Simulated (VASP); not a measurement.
A run of VASP 6.6.1 is set up as follows.

INCAR

```
ALGO = Normal
EDIFF = 1E-6
ENCUT = 520
GGA = PE
ISIF = 2
ISMEAR = -1
LASPH = True
LCHARG = False
LREAL = False
LWAVE = False
NBANDS = 78
NELM = 80
PREC = Accurate
SIGMA = 0.05
```

KPOINTS

```
k-points
0
Gamma
  3 2 3
```

Contents of POSCAR:

```
Sc12H
1.0
    6.6200000000      0.0000000000      0.0000000000
   -4.9650000000      8.5996320000      0.0000000000
    0.0000000000      0.0000000000      5.2761400000
Sc H
12 1
Direct
    0.0014016166      0.0130470699     -0.0601765685
    0.1307534587      0.2196954474      0.4871932890
    0.0577114546      0.3527592809      0.0250941029
    0.1724904956      0.6110145178      0.5135762129
    0.0014697819      0.6718892157     -0.0163566547
    0.0612625256      0.9066783323      0.4540630082
    0.4513382892     -0.0246405893     -0.0256058406
    0.6414402240      0.2040552433      0.6016898718
    0.4954105905      0.3263279173      0.0528037543
    0.6797615801      0.5701755610      0.5155094444
    0.5091793120      0.6757033324     -0.0063303855
    0.6511408844      0.9492150362      0.4258037126
    0.4509427154     -0.0056514046      0.6493004355
```

Potentials or basis: VASP PAW PBE potentials, release 64 (Sc_sv, H).

Launch:

```bash
$ cat potpaw_PBE.64/Sc_sv/POTCAR potpaw_PBE.64/H/POTCAR > POTCAR
$ mpirun -np 1 vasp_std > vasp.out
```

Q: What does it give for the band gap on the k mesh?

A: Zero (an odd number of electrons rules out a gap without spin polarisation).

Q: Predict the pressure.

A: 1.9 GPa.

Q: Estimate the largest force.

A: 3.068 eV/Å.

Stress tensor (GPa, compression positive):
```
 1.02 -1.13 -0.78
-1.13  1.42 -0.01
-0.78 -0.01  3.31
```

Caveat: the k points lie up to 0.40 Å⁻¹ apart, too coarse for converged energies and pressures of a metal; the atoms stand as in a frame of molecular dynamics.
